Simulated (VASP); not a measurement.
Input of a VASP 6.6.1 run:

INCAR

```
PREC = Accurate
ENCUT = 520
EDIFF = 1E-7
ISMEAR = 0
SIGMA = 0.05
LREAL = F
LASPH = T
NELM = 80
ALGO = Normal
ISIF = 2
LWAVE = F
LCHARG = F
GGA = PE
NBANDS = 16
```

File KPOINTS:

```
Automatic mesh
0
Gamma
  8 8 8
```

POSCAR

```
GaAs
1.0
    0.0000000000      2.8268500000      2.8268500000
    2.8268500000      0.0000000000      2.8268500000
    2.8268500000      2.8268500000      0.0000000000
Ga As
1 1
Direct
    0.0000000000      0.0000000000      0.0000000000
    0.7500000000      0.7500000000      0.7500000000
```

Potentials or basis: VASP PAW PBE potentials, release 64 (Ga_d, As).

Run with:

```bash
$ cat potpaw_PBE.64/Ga_d/POTCAR potpaw_PBE.64/As/POTCAR > POTCAR
$ mpirun -np 1 vasp_std > vasp.out
```

(1) Predict the pressure.

(2) Estimate the band gap on the k mesh.

## Answers

(1) 3.5 GPa.

(2) 0.52 eV, direct.
